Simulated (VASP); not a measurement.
# PbSe in VASP: single point with PBE

Aim: the single point of PbSe with PBE.

Everything below comes from runs of VASP 6.6.1. Logs are shortened: lines on timing, memory, paths and dates and some standing lists are left out, and cuts for length are marked.

**1. The cell of the first run**

The typed cell holds 8 atoms: a = 12.308 Å, b = 4.338 Å, c = 4.338 Å, α = 90.00°, β = 90.00°, γ = 90.00°.

**2. Single point, PBE**

The input, INCAR:

```
SYSTEM = PbSe
PREC     = Accurate       ! precision mode
ENCUT    = 520            ! plane-wave cutoff, eV
EDIFF    = 1E-7           ! SCF threshold, eV
ISMEAR   = 0              ! smearing method
SIGMA    = 0.01           ! smearing width, eV
LREAL    = .False.        ! projectors in reciprocal space
LASPH    = .True.         ! aspherical terms in the spheres
NELM     = 100            ! most SCF steps
ALGO     = Normal         ! electronic algorithm
ISIF     = 2              ! what is computed and relaxed
LWAVE    = .False.        ! write WAVECAR
LCHARG   = .True.         ! write CHGCAR
GGA      = PE             ! functional
LELF     = .True.         ! ELF
LVHAR    = .True.       
NBANDS   = 50             ! bands
```

The input, KPOINTS:

```
regular mesh
0
Gamma
  2 6 6
  0 0 0
```

The input, POSCAR:

```
PbSe
1.0
   12.3083132547      0.0000000000      0.0000000000
    0.0000000000      4.3379522212      0.0000000000
    0.0000000000      0.0000000000      4.3379316740
Pb Se
4 4
Direct
    0.8749869536      0.7500000000      0.7500607200
    0.3749869536      0.7500000000      0.7499392800
    0.1250130464      0.2500000000      0.2499392800
    0.6250130464      0.2500000000      0.2500607200
    0.6250119583      0.7500000000      0.7499482196
    0.1250119583      0.7500000000      0.7500517804
    0.3749880417      0.2500000000      0.2500517804
    0.8749880417      0.2500000000      0.2499482196
```

Potentials or basis: VASP PAW PBE potentials, release 64 (Pb_d, Se).

On the command line:

```sh
$ cat potpaw_PBE.64/Pb_d/POTCAR potpaw_PBE.64/Se/POTCAR > POTCAR
$ mpirun -np 1 vasp_std > vasp.out
```

OUTCAR:

```text
SYSTEM = PbSe
   PREC = Accurate
   ENCUT = 520
   EDIFF = 1E-7
   ISMEAR = 0
   LREAL = .False.
   LASPH = .True.
   NELM = 100
   ISIF = 2
   GGA = PE

 ion  position               nearest neighbor table
   1  0.875  0.750  0.750-   8 3.07   8 3.07   8 3.07   8 3.07   5 3.08   6 3.08
   2  0.375  0.750  0.750-   7 3.07   7 3.07   7 3.07   7 3.07   6 3.08   5 3.08
   3  0.125  0.250  0.250-   6 3.07   6 3.07   6 3.07   6 3.07   7 3.08   8 3.08
   4  0.625  0.250  0.250-   5 3.07   5 3.07   5 3.07   5 3.07   8 3.08   7 3.08
   5  0.625  0.750  0.750-   4 3.07   4 3.07   4 3.07   4 3.07   1 3.08   2 3.08
   6  0.125  0.750  0.750-   3 3.07   3 3.07   3 3.07   3 3.07   2 3.08   1 3.08
   7  0.375  0.250  0.250-   2 3.07   2 3.07   2 3.07   2 3.07   3 3.08   4 3.08
   8  0.875  0.250  0.250-   1 3.07   1 3.07   1 3.07   1 3.07   4 3.08   3 3.08

  LATTYP: Found a simple tetragonal cell.
 ALAT       =     4.3379522212
 C/A-ratio  =     2.8373556524

  Lattice vectors:

 A1 = (   0.0000000000,   4.3379522212,   0.0000000000)
 A2 = (   0.0000000000,   0.0000000000,   4.3379316740)
 A3 = (  12.3083132547,   0.0000000000,   0.0000000000)

Analysis of symmetry for initial positions (statically):
=====================================================================
 Subroutine PRICEL returns:
 Original cell was already a primitive cell.

 Routine SETGRP: Setting up the symmetry group for a
 simple tetragonal supercell.

 Subroutine GETGRP returns: Found  8 space group operations
 (whereof  2 operations were pure point group operations)
 out of a pool of 16 trial point group operations.

The static configuration has the point symmetry S_2 .
 The point group associated with its full space group is D_2h.

Analysis of symmetry for dynamics (positions and initial velocities):
=====================================================================
 Subroutine PRICEL returns:
 Original cell was already a primitive cell.

 Routine SETGRP: Setting up the symmetry group for a
 simple tetragonal supercell.

 Subroutine GETGRP returns: Found  8 space group operations
 (whereof  2 operations were pure point group operations)
 out of a pool of 16 trial point group operations.

The dynamic configuration has the point symmetry S_2 .
 The point group associated with its full space group is D_2h.

 Subroutine INISYM returns: Found  8 space group operations
 (whereof  2 operations are pure point group operations),
[... 113 lines left out ...]
   NFREE  =      0    steps in history (QN), initial steepest desc. (CG)
   ISIF   =      2    stress and relaxation
   ISYM   =      2    0-nonsym 1-usesym 2-fastsym
   POTIM  = 0.5000    time-step for ionic-motion
   TEBEG  =    0.0;   TEEND  =   0.0 temperature during run
   PSTRESS=    0.0 pullay stress
   NELECT =      80.0000    total number of electrons
   NUPDOWN=      -1.0000    fix difference up-down
   EMIN   =  10.00;   EMAX   =-10.00  energy-range for DOS
   EFERMI =   0.00;   METHOD = LEGACY
   ISMEAR =     0;   SIGMA  =   0.01  broadening in eV -4-tet -1-fermi 0-gaus
   EFERMI_NEDOS =   21; number of points for ismear=-14 and -15
   IALGO  =     38    algorithm
   IMIX   =      4    mixing-type and parameters
     AMIX     =   0.40;   BMIX     =  1.00
     AMIX_MAG =   1.60;   BMIX_MAG =  1.00
  volume/ion in A,a.u.               =      28.95       195.38
  Fermi-wavevector in a.u.,A,eV,Ry     =   1.148637  2.170609 17.951079  1.319367
  Thomas-Fermi vector in A             =   2.285311
   LORBIT       =      0    0 simple, 1 ext, 2 COOP (PROOUT), +10 PAW based schemes
   GGA     = PE    functional components
   LHFCALC =     F    Hartree Fock is set to
   AEXX    =    0.0000 exact exchange contribution
   IVDW    =     0    specifies the selected vdW correction
   LEPSILON=     F    determine dielectric tensor
   LRPA    =     F    only Hartree local field effects (RPA)
 non-spin polarized calculation
 Gauss-broadening in eV      SIGMA  =   0.01
  energy-cutoff  :      520.00
  volume of cell :      231.61
 maximum number of plane-waves:      6304
 NGX is ok and might be reduce to    96
   NGX = 45   NGY = 17   NGZ = 17

 number of electron      80.0000004 magnetization

 Free energy of the ion-electron system (eV)
  ---------------------------------------------------
  ext. energy  EPLUGINS =         0.00000000
  ---------------------------------------------------
  free energy    TOTEN  =       -32.72495954 eV

  energy without entropy =      -32.72495954  energy(sigma->0) =      -32.72495954

 E-fermi :   4.9955     XC(G=0):  -9.4853

 val. band max:        4.9412973093   @ k =   0.0000   0.5000   0.0000
 cond. band min:       5.2646497668   @ k =   0.0000   0.0000   0.5000
 fundamental gap:      0.3233524575
 Fermi energy:         4.9955039447

 k-point     1 :       0.0000    0.0000    0.0000
  band No.  band energies     occupation
      1     -11.9894      2.00000
      2     -11.9148      2.00000
      3     -11.9147      2.00000
      4     -11.8869      2.00000
      5     -11.8783      2.00000
      6     -11.8783      2.00000
[... 1261 lines left out ...]
     49       8.6673      0.00000
     50       8.6675      0.00000

 [... further k-points ...]

------------------------ aborting loop because EDIFF is reached ----------------------------------------

  FORCE on cell =-STRESS in cart. coord.  units (eV):
  Direction    XX          YY          ZZ          XY          YZ          ZX
  --------------------------------------------------------------------------------------
  -------------------------------------------------------------------------------------
  Total        2.7793657      2.6998698      2.7001026      0.0000000      0.0000000      0.0000000
  in kB       19.2260590     18.6761514     18.6777620      0.0000000      0.0000000      0.0000000
  external PRESSURE =      18.8599908 kB  Pullay stress =       0.0000000 kB

 VOLUME and BASIS-vectors are now :
 -----------------------------------------------------------------------------
  energy-cutoff  :      520.00
  volume of cell :      231.61
      direct lattice vectors                 reciprocal lattice vectors
    12.308313255  0.000000000  0.000000000     0.081245901  0.000000000  0.000000000
     0.000000000  4.337952221  0.000000000     0.000000000  0.230523516  0.000000000
     0.000000000  0.000000000  4.337931674     0.000000000  0.000000000  0.230524608

 POSITION                                       TOTAL-FORCE (eV/Angst)
 -----------------------------------------------------------------------------------
     10.76961      3.25346      3.25371         0.000330      0.000000     -0.000513
      4.61546      3.25346      3.25319         0.000330      0.000000      0.000513
      1.53870      1.08449      1.08422        -0.000330     -0.000000      0.000513
      7.69286      1.08449      1.08475        -0.000330      0.000000     -0.000513
      7.69284      3.25346      3.25322        -0.000302      0.000000      0.000540
      1.53869      3.25346      3.25367        -0.000302     -0.000000     -0.000540
      4.61547      1.08449      1.08471         0.000302     -0.000000     -0.000540
     10.76963      1.08449      1.08426         0.000302     -0.000000      0.000540
 -----------------------------------------------------------------------------------
    total drift:                                0.000000      0.000000     -0.000000

  FREE ENERGIE OF THE ION-ELECTRON SYSTEM (eV)
  ---------------------------------------------------
  free  energy   TOTEN  =       -32.7249595376 eV

  energy  without entropy=      -32.7249595376  energy(sigma->0) =      -32.72495954
```

OSZICAR:

```text
N       E                     dE             d eps       ncg     rms          rms(c)
DAV:   1     0.919290803774E+03    0.91929E+03   -0.36136E+04  3200   0.168E+03
DAV:   2     0.931172900251E+02   -0.82617E+03   -0.79814E+03  3274   0.453E+02
DAV:   3    -0.259549338527E+02   -0.11907E+03   -0.11313E+03  4092   0.198E+02
DAV:   4    -0.335823374436E+02   -0.76274E+01   -0.75089E+01  3900   0.496E+01
DAV:   5    -0.338947666281E+02   -0.31243E+00   -0.31190E+00  3922   0.980E+00    0.559E+00
DAV:   6    -0.327191347300E+02    0.11756E+01   -0.22058E+00  4312   0.743E+00    0.300E+00
DAV:   7    -0.327164014817E+02    0.27332E-02   -0.72933E-01  4476   0.277E+00    0.164E+00
DAV:   8    -0.327323952116E+02   -0.15994E-01   -0.11022E-01  4172   0.253E+00    0.515E-01
DAV:   9    -0.327243114615E+02    0.80838E-02   -0.20128E-02  4286   0.115E+00    0.128E-01
DAV:  10    -0.327249046194E+02   -0.59316E-03   -0.34563E-03  4078   0.256E-01    0.654E-02
DAV:  11    -0.327249576799E+02   -0.53060E-04   -0.30796E-04  4160   0.141E-01    0.801E-03
DAV:  12    -0.327249593658E+02   -0.16859E-05   -0.26461E-05  4146   0.271E-02    0.318E-03
DAV:  13    -0.327249597164E+02   -0.35065E-06   -0.13672E-06  3686   0.658E-03    0.177E-03
DAV:  14    -0.327249594972E+02    0.21923E-06   -0.59928E-07  2998   0.277E-03    0.107E-03
DAV:  15    -0.327249595376E+02   -0.40439E-07   -0.36826E-08  2296   0.187E-03
   1 F= -.32724960E+02 E0= -.32724960E+02  d E =-.537276E-16
```

Run time: 3.9 min. Hardware: 1 thread of Intel Xeon Platinum 8488C (Sapphire Rapids), shared host; peak memory 0.47 GiB.

What came out:

```
Free energy            : -32.7250 eV
Pressure               : 1.9 GPa
Band gap on the k mesh : 0.32 eV
```

Caveat: spin-orbit coupling is left out, which moves the levels of the heavy elements. A k mesh can miss the band edges.
